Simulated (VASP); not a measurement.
# Si (a cell with a defect) in VASP: further runs

Runs on Si (a cell with a defect). Level: r2SCAN. Tasks: single point.

Everything below comes from runs of VASP 6.6.1. Logs are shortened: lines on timing, memory, paths and dates and some standing lists are left out, and cuts for length are marked.

**1. The cell of the first run**

The cell holds a defect, 15 atoms: a = 7.699 Å, b = 7.699 Å, c = 7.699 Å, α = 60.00°, β = 60.00°, γ = 60.00°.

**2. Single point, r2SCAN (atoms taken out, then relaxed in part)**

Contents of POSCAR:

```
Si
1.0
    0.0000000000      5.4437023800     -5.4437023800
    5.4437023800      5.4437023800      0.0000000000
    5.4437023800      0.0000000000     -5.4437023800
Si
15
Direct
    0.1013043077      0.1328985641      0.1328985641
    0.1248645003      0.6248645003      0.1254064991
    0.6328985641      0.1328985641      0.1328985641
    0.6328985641      0.6013043077      0.1328985641
    0.1248645003      0.1254064991      0.6248645003
    0.1248645003      0.6248645003      0.6248645003
    0.6328985641      0.1328985641      0.6013043077
    0.6254064991      0.6248645003      0.6248645003
    0.2536024564      0.7536024564      0.2463975436
    0.2536024564      0.2463975436      0.2463975436
    0.7463975436      0.7536024564      0.2463975436
    0.2500000000      0.7500000000      0.7500000000
    0.2536024564      0.2463975436      0.7536024564
    0.7463975436      0.7536024564      0.7536024564
    0.7463975436      0.2463975436      0.7536024564
```

Contents of INCAR.step1:

```
ALGO = Normal ; EDIFF = 1E-4
ENCUT = 520 ; GGA = PE
ISMEAR = 0 ; LASPH = True
LCHARG = False ; LREAL = Auto
LWAVE = True ; NBANDS = 43
NELECT = 62.0 ; NELM = 60
PREC = Accurate ; SIGMA = 0.02
```

Contents of INCAR.step2:

```
ALGO = Normal ; EDIFF = 1E-6
ENCUT = 520 ; ISIF = 2
ISMEAR = 0 ; ISTART = 1
LASPH = True ; LCHARG = True
LELF = True ; LMIXTAU = True
LREAL = Auto ; LVHAR = True
LWAVE = False ; METAGGA = R2SCAN
NBANDS = 43 ; NELECT = 62.0
NELM = 60 ; PREC = Accurate
SIGMA = 0.02
```

Contents of KPOINTS:

```
k-points
0
Gamma
  2 2 2
```

Potentials or basis: VASP PAW PBE potentials, release 64 (Si).

Started as:

```bash
> cat potpaw_PBE.64/Si/POTCAR > POTCAR
> cp INCAR.step1 INCAR
> mpirun -np 1 vasp_std > vasp.out
> cp INCAR.step2 INCAR
> mpirun -np 1 vasp_std > vasp.out
```

OUTCAR:

```text
EDIFF = 1E-6
   ENCUT = 520
   ISIF = 2
   ISMEAR = 0
   ISTART = 1
   LASPH = True
   LREAL = Auto
   METAGGA = R2SCAN
   NELECT = 62.0
   NELM = 60
   PREC = Accurate

 ion  position               nearest neighbor table
   1  0.101  0.133  0.133-  10 2.39   9 2.39  13 2.39
   2  0.125  0.625  0.125-  12 2.36  11 2.38  10 2.38   9 2.38
   3  0.633  0.133  0.133-  10 2.39  11 2.39  15 2.39
   4  0.633  0.601  0.133-  11 2.39   9 2.39  14 2.39
   5  0.125  0.125  0.625-  12 2.36  10 2.38  15 2.38  13 2.38
   6  0.125  0.625  0.625-  12 2.36   9 2.38  13 2.38  14 2.38
   7  0.633  0.133  0.601-  15 2.39  14 2.39  13 2.39
   8  0.625  0.625  0.625-  12 2.36  11 2.38  15 2.38  14 2.38
   9  0.254  0.754  0.246-   6 2.38   2 2.38   4 2.39   1 2.39
  10  0.254  0.246  0.246-   2 2.38   5 2.38   1 2.39   3 2.39
  11  0.746  0.754  0.246-   2 2.38   8 2.38   4 2.39   3 2.39
  12  0.250  0.750  0.750-   6 2.36   5 2.36   2 2.36   8 2.36
  13  0.254  0.246  0.754-   6 2.38   5 2.38   1 2.39   7 2.39
  14  0.746  0.754  0.754-   6 2.38   8 2.38   7 2.39   4 2.39
  15  0.746  0.246  0.754-   5 2.38   8 2.38   7 2.39   3 2.39

  LATTYP: Found a face centered cubic cell.
 ALAT       =    10.8874047600

  Lattice vectors:

 A1 = (   0.0000000000,   5.4437023800,  -5.4437023800)
 A2 = (   5.4437023800,   5.4437023800,   0.0000000000)
 A3 = (   5.4437023800,   0.0000000000,  -5.4437023800)

Analysis of symmetry for initial positions (statically):
=====================================================================
 Subroutine PRICEL returns:
 Original cell was already a primitive cell.

 Routine SETGRP: Setting up the symmetry group for a
 face centered cubic supercell.

 Subroutine GETGRP returns: Found 24 space group operations
 (whereof  4 operations were pure point group operations)
 out of a pool of 48 trial point group operations.

The static configuration has the point symmetry C_2v.
 The point group associated with its full space group is T_d .

Analysis of symmetry for dynamics (positions and initial velocities):
=====================================================================
 Subroutine PRICEL returns:
 Original cell was already a primitive cell.

 Routine SETGRP: Setting up the symmetry group for a
 face centered cubic supercell.

 Subroutine GETGRP returns: Found 24 space group operations
 (whereof  4 operations were pure point group operations)
 out of a pool of 48 trial point group operations.

The dynamic configuration has the point symmetry C_2v.
 The point group associated with its full space group is T_d .

 Subroutine INISYM returns: Found 24 space group operations
 (whereof  4 operations are pure point group operations),
 and found     1 'primitive' translations

----------------------------------------------------------------------------------------

                                     Primitive cell

  volume of cell :     322.6362

  direct lattice vectors                    reciprocal lattice vectors
     0.000000000  5.443702380 -5.443702380    -0.091849254  0.091849254 -0.091849254
     5.443702380  5.443702380  0.000000000     0.091849254  0.091849254  0.091849254
     5.443702380  0.000000000 -5.443702380     0.091849254 -0.091849254 -0.091849254

  length of vectors
     7.698557735  7.698557735  7.698557735     0.159087574  0.159087574  0.159087574

  position of ions in fractional coordinates (direct lattice)
     0.101304308  0.132898564  0.132898564
     0.124864500  0.624864500  0.125406499
     0.632898564  0.132898564  0.132898564
     0.632898564  0.601304308  0.132898564
     0.124864500  0.125406499  0.624864500
     0.124864500  0.624864500  0.624864500
     0.632898564  0.132898564  0.601304308
     0.625406499  0.624864500  0.624864500
     0.253602456  0.753602456  0.246397544
     0.253602456  0.246397544  0.246397544
     0.746397544  0.753602456  0.246397544
     0.250000000  0.750000000  0.750000000
     0.253602456  0.246397544  0.753602456
     0.746397544  0.753602456  0.753602456
     0.746397544  0.246397544  0.753602456

  ion indices of the primitive-cell ions
   primitive index   ion index
                 1           1
                 2           2
                 3           3
                 4           4
                 5           5
                 6           6
                 7           7
                 8           8
                 9           9
                10          10
                11          11
                12          12
                13          13
                14          14
                15          15

----------------------------------------------------------------------------------------

 KPOINTS: k-points

Automatic generation of k-mesh.
 Grid dimensions read from file:
 generate k-points for:    2    2    2

 Generating k-lattice:

  Cartesian coordinates                     Fractional coordinates (reciprocal lattice)
    -0.045924627  0.045924627 -0.045924627     0.500000000  0.000000000  0.000000000
     0.045924627  0.045924627  0.045924627     0.000000000  0.500000000  0.000000000
     0.045924627 -0.045924627 -0.045924627     0.000000000  0.000000000  0.500000000

  Length of vectors
     0.079543787  0.079543787  0.079543787

  Shift w.r.t. Gamma in fractional coordinates (k-lattice)
     0.000000000  0.000000000  0.000000000

 Subroutine IBZKPT returns following result:
 ===========================================

 Found      3 irreducible k-points:

 Following reciprocal coordinates:
            Coordinates               Weight
  0.000000  0.000000  0.000000      1.000000
  0.500000  0.000000  0.000000      4.000000
  0.500000  0.500000  0.000000      3.000000
   k-points           NKPTS =      3   k-points in BZ     NKDIM =      3   number of bands    NBANDS=     43
   number of dos      NEDOS =    301   number of ions     NIONS =     15
   total plane-waves  NPLWV = 216000
   dimension x,y,z NGX =    60 NGY =   60 NGZ =   60
   dimension x,y,z NGXF=   120 NGYF=  120 NGZF=  120
   ions per type =              15
   NGX,Y,Z   is equivalent  to a cutoff of  12.96, 12.96, 12.96 a.u.
   NGXF,Y,Z  is equivalent  to a cutoff of  25.91, 25.91, 25.91 a.u.
 SYSTEM =  unknown system
   PREC   = accura    normal or accurate (medium, high low for compatibility)
   ISTART =      1    job   : 0-new  1-cont  2-samecut
   ICHARG =      0    charge: 1-file 2-atom 10-const
   ISPIN  =      1    spin polarized calculation?
   LNONCOLLINEAR =      F non collinear calculations
   LSORBIT =      F    spin-orbit coupling
   LASPH  =      T    aspherical Exc in radial PAW
   ENCUT  =  520.0 eV  38.22 Ry    6.18 a.u.  14.31 14.31 14.31*2*pi/ulx,y,z
   NELM   =     60;   NELMIN=  2; NELMDL=  0     # of ELM steps
   EDIFF  = 0.1E-05   stopping-criterion for ELM
   LREAL  =      T    real-space projection
   EDIFFG = 0.1E-04   stopping-criterion for IOM
   NSW    =      0    number of steps for IOM
   IBRION =     -1    ionic relax: 0-MD 1-quasi-New 2-CG
   NFREE  =      0    steps in history (QN), initial steepest desc. (CG)
   ISIF   =      2    stress and relaxation
   ISYM   =      2    0-nonsym 1-usesym 2-fastsym
   POTIM  = 0.5000    time-step for ionic-motion
   TEBEG  =    0.0;   TEEND  =   0.0 temperature during run
   PSTRESS=    0.0 pullay stress
   NELECT =      62.0000    total number of electrons
   NUPDOWN=      -1.0000    fix difference up-down
   EMIN   =  10.00;   EMAX   =-10.00  energy-range for DOS
   EFERMI =   0.00;   METHOD = LEGACY
   ISMEAR =     0;   SIGMA  =   0.02  broadening in eV -4-tet -1-fermi 0-gaus
   EFERMI_NEDOS =   21; number of points for ismear=-14 and -15
   IALGO  =     38    algorithm
   IMIX   =      4    mixing-type and parameters
     AMIX     =   0.40;   BMIX     =  1.00
     AMIX_MAG =   1.60;   BMIX_MAG =  1.00
  volume/ion in A,a.u.               =      21.51       145.15
  Fermi-wavevector in a.u.,A,eV,Ry     =   0.944715  1.785253 12.143027  0.892487
  Thomas-Fermi vector in A             =   2.072547
   LORBIT       =      0    0 simple, 1 ext, 2 COOP (PROOUT), +10 PAW based schemes
   METAGGA = R2SCAN    functional components
   LHFCALC =     F    Hartree Fock is set to
   AEXX    =    0.0000 exact exchange contribution
   IVDW    =     0    specifies the selected vdW correction
   LEPSILON=     F    determine dielectric tensor
   LRPA    =     F    only Hartree local field effects (RPA)
 non-spin polarized calculation
 Gauss-broadening in eV      SIGMA  =   0.02
  energy-cutoff  :      520.00
  volume of cell :      322.64
 maximum number of plane-waves:      8694
 NGX is ok and might be reduce to    60
   NGX = 29   NGY = 29   NGZ = 29

 number of electron      62.0000002 magnetization

 Free energy of the ion-electron system (eV)
  ---------------------------------------------------
  ext. energy  EPLUGINS =         0.00000000
  ---------------------------------------------------
  free energy    TOTEN  =      -115.80078946 eV

  energy without entropy =     -115.79655305  energy(sigma->0) =     -115.79867125

 E-fermi :   6.0219     XC(G=0):  -9.7357

 val. band max:        5.9841034775   @ k =   0.0000   0.0000   0.0000
 cond. band min:       6.0283278871   @ k =   0.0000   0.0000   0.0000
 fundamental gap:      0.0442244096
 Fermi energy:         6.0219109544

 k-point     1 :       0.0000    0.0000    0.0000
  band No.  band energies     occupation
      1      -7.2276      2.00000
      2      -4.8936      2.00000
      3      -4.8936      2.00000
      4      -4.8936      2.00000
      5      -4.3645      2.00000
      6      -3.0318      2.00000
[... 35 lines left out ...]
     42       7.9876      0.00000
     43       7.9879      0.00000

 k-point     2 :       0.5000    0.0000    0.0000
  band No.  band energies     occupation
      1      -6.5780      2.00000
      2      -6.2040      2.00000
      3      -4.5896      2.00000
      4      -4.5896      2.00000
      5      -4.5481      2.00000
      6      -4.3439      2.00000
[... 35 lines left out ...]
     42       9.0717      0.00000
     43       9.4578      0.00000

 k-point     3 :       0.5000    0.5000    0.0000
  band No.  band energies     occupation
      1      -6.1808      2.00000
      2      -6.1428      2.00000
      3      -5.1810      2.00000
      4      -5.1810      2.00000
      5      -5.1420      2.00000
      6      -4.3890      2.00000
[... 35 lines left out ...]
     42       9.8061      0.00000
     43       9.8061      0.00000

------------------------ aborting loop because EDIFF is reached ----------------------------------------

  FORCE on cell =-STRESS in cart. coord.  units (eV):
  Direction    XX          YY          ZZ          XY          YZ          ZX
  --------------------------------------------------------------------------------------
  -------------------------------------------------------------------------------------
  Total       11.7206523     11.7206523     11.7206523      0.0000000      0.0000000      0.0000000
  in kB       58.2035197     58.2035197     58.2035197      0.0000000      0.0000000      0.0000000
  external PRESSURE =      58.2035197 kB  Pullay stress =       0.0000000 kB

 VOLUME and BASIS-vectors are now :
 -----------------------------------------------------------------------------
  energy-cutoff  :      520.00
  volume of cell :      322.64
      direct lattice vectors                 reciprocal lattice vectors
     0.000000000  5.443702380 -5.443702380    -0.091849254  0.091849254 -0.091849254
     5.443702380  5.443702380  0.000000000     0.091849254  0.091849254  0.091849254
     5.443702380  0.000000000 -5.443702380     0.091849254 -0.091849254 -0.091849254

 POSITION                                       TOTAL-FORCE (eV/Angst)
 -----------------------------------------------------------------------------------
      1.44692      1.27493     -1.27493        -0.023005      0.023005     -0.023005
      4.08425      4.08130     -1.36240        -0.003121      0.003121      0.003121
      1.44692      4.16877     -4.16877        -0.023005     -0.023005      0.023005
      3.99678      6.71863     -4.16877         0.023005      0.023005      0.023005
      4.08425      1.36240     -4.08130        -0.003121     -0.003121     -0.003121
      6.80315      4.08130     -4.08130         0.003121      0.003121     -0.003121
      3.99678      4.16877     -6.71863         0.023005     -0.023005     -0.023005
      6.80315      6.80610     -6.80610         0.003121     -0.003121      0.003121
      5.44370      5.48292     -2.72185         0.000000     -0.012762     -0.000000
      2.68263      2.72185     -2.72185         0.012762      0.000000     -0.000000
      5.44370      8.16555     -5.40448         0.000000      0.000000     -0.012762
      8.16555      5.44370     -5.44370         0.000000      0.000000     -0.000000
      5.44370      2.72185     -5.48292         0.000000      0.000000      0.012762
      8.20477      8.16555     -8.16555        -0.012762      0.000000     -0.000000
      5.44370      5.40448     -8.16555         0.000000      0.012762     -0.000000
 -----------------------------------------------------------------------------------
    total drift:                                0.000007      0.000007     -0.000007

  FREE ENERGIE OF THE ION-ELECTRON SYSTEM (eV)
  ---------------------------------------------------
  free  energy   TOTEN  =      -115.8007894605 eV

  energy  without entropy=     -115.7965530480  energy(sigma->0) =     -115.79867125
```

Wall time 5.9 min (1 thread of AMD EPYC 7R43 (Zen 3), shared host); peak memory 0.47 GiB.

Results:

| Item | Value |
| --- | --- |
| Free energy | -115.8008 eV |
| Largest force | 0.040 eV/Å |

Forces in eV/Å, atoms in the order of the input:
```
Si  -0.023  0.023 -0.023
Si  -0.003  0.003  0.003
Si  -0.023 -0.023  0.023
Si   0.023  0.023  0.023
Si  -0.003 -0.003 -0.003
Si   0.003  0.003 -0.003
Si   0.023 -0.023 -0.023
Si   0.003 -0.003  0.003
Si   0.000 -0.013  0.000
Si   0.013  0.000  0.000
Si   0.000  0.000 -0.013
Si   0.000  0.000  0.000
Si   0.000  0.000  0.013
Si  -0.013  0.000  0.000
Si   0.000  0.013  0.000
```

Levels at points of the mesh, in eV from the Fermi level:
```tsv
k point	band 28	band 29	band 30	band 31	band 32	band 33	band 34	band 35
(0.00, 0.00, 0.00)	-1.41	-1.41	-0.04	-0.04	0.01	0.01	0.01	0.20
(0.50, 0.00, 0.00)	-2.18	-1.70	-1.70	0.04	0.04	0.70	0.70	0.81
(0.50, 0.50, 0.00)	-2.53	-2.31	-2.16	-0.39	-0.39	0.52	0.53	1.81
```

Caveat: the k points lie up to 0.50 Å⁻¹ apart; the cell carries a net charge on a neutralising background, which shifts energy and pressure; the cell differs from its parent crystal (atoms taken out, then relaxed in part); the cell is charged against a uniform background, so pressure and absolute levels hang on convention; the PAW data sets were made with another functional, which shifts forces and pressure a little.

**3. Single point, r2SCAN**

Contents of POSCAR:

```
Si
1.0
    0.0000000000      5.4437023800     -5.4437023800
    5.4437023800      5.4437023800      0.0000000000
    5.4437023800      0.0000000000     -5.4437023800
Si
15
Direct
    0.1013043994      0.1328985219      0.1328985219
    0.1248645596      0.6248645246      0.1254064701
    0.6328986707      0.1328985219      0.1328985219
    0.6328985789      0.6013042726      0.1328986138
    0.1248645596      0.1254064701      0.6248645246
    0.1248645596      0.6248645246      0.6248645246
    0.6328985789      0.1328986138      0.6013042726
    0.6254064352      0.6248645246      0.6248645246
    0.2536024940      0.7536024591      0.2463974711
    0.2536024021      0.2463975630      0.2463975630
    0.7463976199      0.7536024591      0.2463974711
    0.2499998907      0.7500000395      0.7500000395
    0.2536024940      0.2463974711      0.7536024591
    0.7463976199      0.7536024591      0.7536024591
    0.7463976199      0.2463974711      0.7536024591
```

Contents of INCAR.step1:

```
SYSTEM = Si
ALGO = Normal ; EDIFF = 1E-4
ENCUT = 520 ; GGA = PE
ISMEAR = 0 ; LASPH = .True.
LCHARG = .False. ; LREAL = Auto
LWAVE = .True. ; NBANDS = 43
NELECT = 62.0 ; NELM = 100
PREC = Accurate ; SIGMA = 0.02
```

Contents of INCAR.step2:

```
SYSTEM = Si
ALGO = Normal ; EDIFF = 1E-7
ENCUT = 520 ; ISIF = 2
ISMEAR = 0 ; ISTART = 1
LASPH = .True. ; LCHARG = .False.
LMIXTAU = .True. ; LREAL = Auto
LWAVE = .False. ; METAGGA = R2SCAN
NBANDS = 43 ; NELECT = 62.0
NELM = 100 ; PREC = Accurate
SIGMA = 0.02
```

Contents of KPOINTS:

```
k-points
0
Gamma
  2 2 2
  0 0 0
```

Potentials or basis: VASP PAW PBE potentials, release 64 (Si).

Started as:

```bash
> cat potpaw_PBE.64/Si/POTCAR > POTCAR
> cp INCAR.step1 INCAR
> mpirun -np 1 vasp_std > vasp.out
> cp INCAR.step2 INCAR
> mpirun -np 1 vasp_std > vasp.out
```

Wall time 8.3 min (1 thread of AMD EPYC 7R43 (Zen 3), shared host); peak memory 0.48 GiB.

It converged, with:

```
Free energy   : -115.8008 eV
Largest force : 0.040 eV/Å
```

Forces on the atoms (eV/Å):
```
Si  -0.023  0.023 -0.023
Si  -0.003  0.003  0.003
Si  -0.023 -0.023  0.023
Si   0.023  0.023  0.023
Si  -0.003 -0.003 -0.003
Si   0.003  0.003 -0.003
Si   0.023 -0.023 -0.023
Si   0.003 -0.003  0.003
Si   0.000 -0.013  0.000
Si   0.013  0.000  0.000
Si   0.000  0.000 -0.013
Si   0.000  0.000  0.000
Si   0.000  0.000  0.013
Si  -0.013  0.000  0.000
Si   0.000  0.013  0.000
```

Levels at points of the mesh, in eV from the Fermi level:
| k point | band 27 | band 28 | band 29 | band 30 | band 31 | band 32 | band 33 | band 34 | band 35 | band 36 |
| --- | --- | --- | --- | --- | --- | --- | --- | --- | --- | --- |
| (0.00, 0.00, 0.00) | -1.41 | -1.41 | -1.41 | -0.04 | -0.04 | 0.01 | 0.01 | 0.01 | 0.20 | 0.72 |
| (0.50, 0.00, 0.00) | -2.47 | -2.18 | -1.70 | -1.70 | 0.04 | 0.04 | 0.70 | 0.70 | 0.81 | 1.11 |
| (0.50, 0.50, 0.00) | -2.77 | -2.53 | -2.31 | -2.16 | -0.39 | -0.39 | 0.52 | 0.53 | 1.81 | 1.81 |

Caveat: the k points lie up to 0.50 Å⁻¹ apart; the cell carries a net charge on a neutralising background, which shifts energy and pressure; the cell is charged against a uniform background, so pressure and absolute levels hang on convention; the PAW data sets were made with another functional, which shifts forces and pressure a little.

[end of part 1 of 2]
